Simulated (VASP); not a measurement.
# WS (Fm-3m) in VASP: further runs

The runs below take WS through single point, with PBE+U.

Everything below comes from runs of VASP 6.6.1. Logs are shortened: lines on timing, memory, paths and dates and some standing lists are left out, and cuts for length are marked.

**1. The cell of the first run**

The structure is cubic, space group Fm-3m (No. 225). Conventional cell: a = 5.076 Å, b = 5.076 Å, c = 5.076 Å, α = 90.00°, β = 90.00°, γ = 90.00°. Within 3.3 Å of W (site symmetry m-3m) lie 6 S at 2.54 Å. S (site symmetry m-3m) has 6 W at 2.54 Å within 3.3 Å.

**2. Single point, PBE+U**

The input, INCAR:

```
PREC = Accurate
ENCUT = 520
EDIFF = 1E-6
ISMEAR = 0
SIGMA = 0.1
LREAL = F
LASPH = T
NELM = 150
ALGO = Normal
ISIF = 2
LWAVE = F
LCHARG = F
LMAXMIX = 4
LDAU = T
LDAUTYPE = 2
LDAUL = 2 -1
LDAUU = 6.2 0
LDAUJ = 0 0
LDAUPRINT = 1
GGA = PE
NBANDS = 17
```

The input, KPOINTS:

```
regular mesh
0
Gamma
  14 14 14
```

The input, POSCAR:

```
WS
1.0
    0.0000000000      2.5379126705      2.5379126705
    2.5379126705      0.0000000000      2.5379126705
    2.5379126705      2.5379126705      0.0000000000
W S
1 1
Direct
    0.0000000000      0.0000000000      0.0000000000
    0.5000000000      0.5000000000      0.5000000000
```

Potentials or basis: VASP PAW PBE potentials, release 64 (W_sv, S).

The run is started by

```bash
$ cat potpaw_PBE.64/W_sv/POTCAR potpaw_PBE.64/S/POTCAR > POTCAR
$ mpirun -np 1 vasp_std > vasp.out
```

OUTCAR:

```text
PREC = Accurate
   ENCUT = 520
   EDIFF = 1E-6
   ISMEAR = 0
   LREAL = F
   LASPH = T
   NELM = 150
   ISIF = 2
   GGA = PE

 ion  position               nearest neighbor table
   1  0.000  0.000  0.000-   2 2.54   2 2.54   2 2.54   2 2.54   2 2.54   2 2.54
   2  0.500  0.500  0.500-   1 2.54   1 2.54   1 2.54   1 2.54   1 2.54   1 2.54

  LATTYP: Found a face centered cubic cell.
 ALAT       =     5.0758253410

  Lattice vectors:

 A1 = (   0.0000000000,   2.5379126705,   2.5379126705)
 A2 = (   2.5379126705,   0.0000000000,   2.5379126705)
 A3 = (   2.5379126705,   2.5379126705,   0.0000000000)

Analysis of symmetry for initial positions (statically):
=====================================================================
 Subroutine PRICEL returns:
 Original cell was already a primitive cell.

 Routine SETGRP: Setting up the symmetry group for a
 face centered cubic supercell.

 Subroutine GETGRP returns: Found 48 space group operations
 (whereof 48 operations were pure point group operations)
 out of a pool of 48 trial point group operations.

The static configuration has the point symmetry O_h .

Analysis of symmetry for dynamics (positions and initial velocities):
=====================================================================
 Subroutine PRICEL returns:
 Original cell was already a primitive cell.

 Routine SETGRP: Setting up the symmetry group for a
 face centered cubic supercell.

 Subroutine GETGRP returns: Found 48 space group operations
 (whereof 48 operations were pure point group operations)
 out of a pool of 48 trial point group operations.

The dynamic configuration has the point symmetry O_h .

 Subroutine INISYM returns: Found 48 space group operations
 (whereof 48 operations are pure point group operations),
 and found     1 'primitive' translations

----------------------------------------------------------------------------------------

                                     Primitive cell

  volume of cell :      32.6934

  direct lattice vectors                    reciprocal lattice vectors
     0.000000000  2.537912670  2.537912670    -0.197012295  0.197012295  0.197012295
     2.537912670  0.000000000  2.537912670     0.197012295 -0.197012295  0.197012295
     2.537912670  2.537912670  0.000000000     0.197012295  0.197012295 -0.197012295

  length of vectors
     3.589150519  3.589150519  3.589150519     0.341235305  0.341235305  0.341235305

  position of ions in fractional coordinates (direct lattice)
     0.000000000  0.000000000  0.000000000
     0.500000000  0.500000000  0.500000000

  ion indices of the primitive-cell ions
   primitive index   ion index
                 1           1
                 2           2

----------------------------------------------------------------------------------------

 KPOINTS: regular mesh

Automatic generation of k-mesh.
 Grid dimensions read from file:
 generate k-points for:   14   14   14

 Generating k-lattice:

  Cartesian coordinates                     Fractional coordinates (reciprocal lattice)
    -0.014072307  0.014072307  0.014072307     0.071428571  0.000000000  0.000000000
     0.014072307 -0.014072307  0.014072307     0.000000000  0.071428571  0.000000000
     0.014072307  0.014072307 -0.014072307     0.000000000  0.000000000  0.071428571

  Length of vectors
     0.024373950  0.024373950  0.024373950

  Shift w.r.t. Gamma in fractional coordinates (k-lattice)
     0.000000000  0.000000000  0.000000000

 Subroutine IBZKPT returns following result:
 ===========================================

 Found    104 irreducible k-points:

 Following reciprocal coordinates:
[... 33 lines left out ...]
   NGXF,Y,Z  is equivalent  to a cutoff of  25.94, 25.94, 25.94 a.u.
 SYSTEM =  unknown system
   PREC   = accura    normal or accurate (medium, high low for compatibility)
   ISTART =      0    job   : 0-new  1-cont  2-samecut
   ICHARG =      2    charge: 1-file 2-atom 10-const
   ISPIN  =      1    spin polarized calculation?
   LNONCOLLINEAR =      F non collinear calculations
   LSORBIT =      F    spin-orbit coupling
   LASPH  =      T    aspherical Exc in radial PAW
   ENCUT  =  520.0 eV  38.22 Ry    6.18 a.u.   6.67  6.67  6.67*2*pi/ulx,y,z
   NELM   =    150;   NELMIN=  2; NELMDL= -5     # of ELM steps
   EDIFF  = 0.1E-05   stopping-criterion for ELM
   LREAL  =      F    real-space projection
   EDIFFG = 0.1E-04   stopping-criterion for IOM
   NSW    =      0    number of steps for IOM
   IBRION =     -1    ionic relax: 0-MD 1-quasi-New 2-CG
   NFREE  =      0    steps in history (QN), initial steepest desc. (CG)
   ISIF   =      2    stress and relaxation
   ISYM   =      2    0-nonsym 1-usesym 2-fastsym
   POTIM  = 0.5000    time-step for ionic-motion
   TEBEG  =    0.0;   TEEND  =   0.0 temperature during run
   PSTRESS=    0.0 pullay stress
   NELECT =      20.0000    total number of electrons
   NUPDOWN=      -1.0000    fix difference up-down
   EMIN   =  10.00;   EMAX   =-10.00  energy-range for DOS
   EFERMI =   0.00;   METHOD = LEGACY
   ISMEAR =     0;   SIGMA  =   0.10  broadening in eV -4-tet -1-fermi 0-gaus
   EFERMI_NEDOS =   21; number of points for ismear=-14 and -15
   IALGO  =     38    algorithm
   IMIX   =      4    mixing-type and parameters
     AMIX     =   0.40;   BMIX     =  1.00
     AMIX_MAG =   1.60;   BMIX_MAG =  1.00
  volume/ion in A,a.u.               =      16.35       110.31
  Fermi-wavevector in a.u.,A,eV,Ry     =   1.389733  2.626215 26.277733  1.931359
  Thomas-Fermi vector in A             =   2.513736
   LORBIT       =      0    0 simple, 1 ext, 2 COOP (PROOUT), +10 PAW based schemes
 LDA+U is selected, type is set to LDAUTYPE =  2
   angular momentum for each species LDAUL =     2   -1
   U (eV)           for each species LDAUU =   6.2  0.0
   J (eV)           for each species LDAUJ =   0.0  0.0
   GGA     = PE    functional components
   LHFCALC =     F    Hartree Fock is set to
   AEXX    =    0.0000 exact exchange contribution
   IVDW    =     0    specifies the selected vdW correction
   LEPSILON=     F    determine dielectric tensor
   LRPA    =     F    only Hartree local field effects (RPA)
 non-spin polarized calculation
 Gauss-broadening in eV      SIGMA  =   0.10
  energy-cutoff  :      520.00
  volume of cell :       32.69
 maximum number of plane-waves:       903
   NGX = 13   NGY = 13   NGZ = 13

atom =   1  type =  1  l = 2

 onsite density matrix

spin component  1

  0.3859  0.0000 -0.0000 -0.0000 -0.0000
  0.0000  0.3859  0.0000  0.0000 -0.0000
 -0.0000  0.0000  0.2528  0.0000 -0.0000
 -0.0000  0.0000  0.0000  0.3859 -0.0000
 -0.0000 -0.0000 -0.0000 -0.0000  0.2528

spin component  2

  0.3859  0.0000 -0.0000 -0.0000 -0.0000
  0.0000  0.3859  0.0000  0.0000 -0.0000
 -0.0000  0.0000  0.2528  0.0000 -0.0000
 -0.0000  0.0000  0.0000  0.3859 -0.0000
 -0.0000 -0.0000 -0.0000 -0.0000  0.2528

 occupancies and eigenvectors

  o =  0.2528  v =  0.0000  0.0000  0.9987 -0.0000  0.0513  0.0000  0.0000  0.0000  0.0000  0.0000      0.0000  0.0000  0.0000  0.0000  0.0000  0.0000  0.0000  0.0000  0.0000  0.0000
  o =  0.2528  v =  0.0000  0.0000  0.0000  0.0000  0.0000  0.0000  0.0000  0.9987 -0.0000  0.0513      0.0000  0.0000  0.0000  0.0000  0.0000  0.0000  0.0000  0.0000  0.0000  0.0000
  o =  0.2528  v =  0.0000 -0.0000 -0.0513 -0.0000  0.9987  0.0000  0.0000  0.0000  0.0000  0.0000      0.0000  0.0000  0.0000  0.0000  0.0000  0.0000  0.0000  0.0000  0.0000  0.0000
  o =  0.2528  v =  0.0000  0.0000  0.0000  0.0000  0.0000  0.0000 -0.0000 -0.0513 -0.0000  0.9987      0.0000  0.0000  0.0000  0.0000  0.0000  0.0000  0.0000  0.0000  0.0000  0.0000
  o =  0.3859  v =  0.0000  0.0000  0.0000  0.0000  0.0000  1.0000  0.0000  0.0000  0.0000  0.0000      0.0000  0.0000  0.0000  0.0000  0.0000  0.0000  0.0000  0.0000  0.0000  0.0000
  o =  0.3859  v =  1.0000  0.0000  0.0000  0.0000  0.0000  0.0000  0.0000  0.0000  0.0000  0.0000      0.0000  0.0000  0.0000  0.0000  0.0000  0.0000  0.0000  0.0000  0.0000  0.0000
  o =  0.3859  v =  0.0000  0.0000  0.0000  0.0000  0.0000  0.0000  0.7135 -0.0000 -0.7006 -0.0000      0.0000  0.0000  0.0000  0.0000  0.0000  0.0000  0.0000  0.0000  0.0000  0.0000
  o =  0.3859  v =  0.0000  0.7135 -0.0000 -0.7006 -0.0000  0.0000  0.0000  0.0000  0.0000  0.0000      0.0000  0.0000  0.0000  0.0000  0.0000  0.0000  0.0000  0.0000  0.0000  0.0000
  o =  0.3859  v =  0.0000 -0.7006  0.0000 -0.7135 -0.0000  0.0000  0.0000  0.0000  0.0000  0.0000      0.0000  0.0000  0.0000  0.0000  0.0000  0.0000  0.0000  0.0000  0.0000  0.0000
  o =  0.3859  v =  0.0000  0.0000  0.0000  0.0000  0.0000  0.0000 -0.7006  0.0000 -0.7135 -0.0000      0.0000  0.0000  0.0000  0.0000  0.0000  0.0000  0.0000  0.0000  0.0000  0.0000

 number of electron      19.9999999 magnetization

 Free energy of the ion-electron system (eV)
  ---------------------------------------------------
  ext. energy  EPLUGINS =         0.00000000
  ---------------------------------------------------
  free energy    TOTEN  =        -8.52986096 eV

  energy without entropy =       -8.51417815  energy(sigma->0) =       -8.52201956

 E-fermi :  10.7197     XC(G=0): -12.1571

 val. band max:       10.7132237691   @ k =  -0.4286   0.3571   0.1429
 cond. band min:      10.7222656764   @ k =  -0.1429   0.2143   0.0714
 fundamental gap:      0.0090419073
 Fermi energy:        10.7196964526

 k-point     1 :       0.0000    0.0000    0.0000
  band No.  band energies     occupation
      1     -65.0451      2.00000
      2     -29.1828      2.00000
      3     -29.1828      2.00000
      4     -29.1828      2.00000
      5      -6.2074      2.00000
      6       7.0939      2.00000
[... 457 lines left out ...]
      4     -29.1969      2.00000
      5      -5.2946      2.00000
      6       3.4410      2.00000
[... 9 lines left out ...]
     16      19.5078      0.00000
     17      19.5459      0.00000

 [... further k-points ...]

------------------------ aborting loop because EDIFF is reached ----------------------------------------

  FORCE on cell =-STRESS in cart. coord.  units (eV):
  Direction    XX          YY          ZZ          XY          YZ          ZX
  --------------------------------------------------------------------------------------
  -------------------------------------------------------------------------------------
  Total       -0.9133354     -0.9133354     -0.9133354     -0.0000000      0.0000000      0.0000000
  in kB      -44.7590506    -44.7590506    -44.7590506     -0.0000000      0.0000000      0.0000000
  external PRESSURE =     -44.7590506 kB  Pullay stress =       0.0000000 kB

 VOLUME and BASIS-vectors are now :
 -----------------------------------------------------------------------------
  energy-cutoff  :      520.00
  volume of cell :       32.69
      direct lattice vectors                 reciprocal lattice vectors
     0.000000000  2.537912670  2.537912670    -0.197012295  0.197012295  0.197012295
     2.537912670  0.000000000  2.537912670     0.197012295 -0.197012295  0.197012295
     2.537912670  2.537912670  0.000000000     0.197012295  0.197012295 -0.197012295

 POSITION                                       TOTAL-FORCE (eV/Angst)
 -----------------------------------------------------------------------------------
      0.00000      0.00000      0.00000         0.000000     -0.000000      0.000000
      2.53791      2.53791      2.53791        -0.000000      0.000000     -0.000000
 -----------------------------------------------------------------------------------
    total drift:                               -0.000000      0.000000      0.000000

  FREE ENERGIE OF THE ION-ELECTRON SYSTEM (eV)
  ---------------------------------------------------
  free  energy   TOTEN  =        -8.5298609618 eV

  energy  without entropy=       -8.5141781503  energy(sigma->0) =       -8.52201956
```

Run time: 58 s. Hardware: 1 thread of Intel Xeon 6975P-C (Granite Rapids), shared host; peak memory 0.19 GiB.

What came out:

* Free energy: -8.5299 eV
* Pressure: -4.5 GPa
* Band gap on the k mesh: zero (band 10 reaches 11.23 eV, above the bottom of band 11 at 8.20 eV)

Levels at points of the mesh, in eV from the Fermi level:
| k point | band 7 | band 8 | band 9 | band 10 | band 11 | band 12 | band 13 | band 14 |
| --- | --- | --- | --- | --- | --- | --- | --- | --- |
| (0.00, 0.00, 0.00) | -3.63 | -3.63 | -2.52 | -2.52 | -2.52 | -1.44 | -1.44 | 1.09 |
| (0.50, 0.00, 0.00) | -6.43 | -6.43 | 0.12 | 0.12 | 0.41 | 1.61 | 5.24 | 5.24 |
| (0.50, 0.50, 0.00) | -5.00 | -5.00 | -4.46 | -0.27 | 0.02 | 0.87 | 0.87 | 2.88 |

Eigenvalues of the final occupation matrices:
```csv
site,spin,trace,eigenvalues
site 1 d,1,1.66,0.25 0.25 0.39 0.39 0.39
site 1 d,2,1.66,0.25 0.25 0.39 0.39 0.39
```

Caveat: spin-orbit coupling is left out, which moves the levels of the heavy elements; U without spin polarisation on a metal has little footing.

(Part 1 of 2 ends here.)
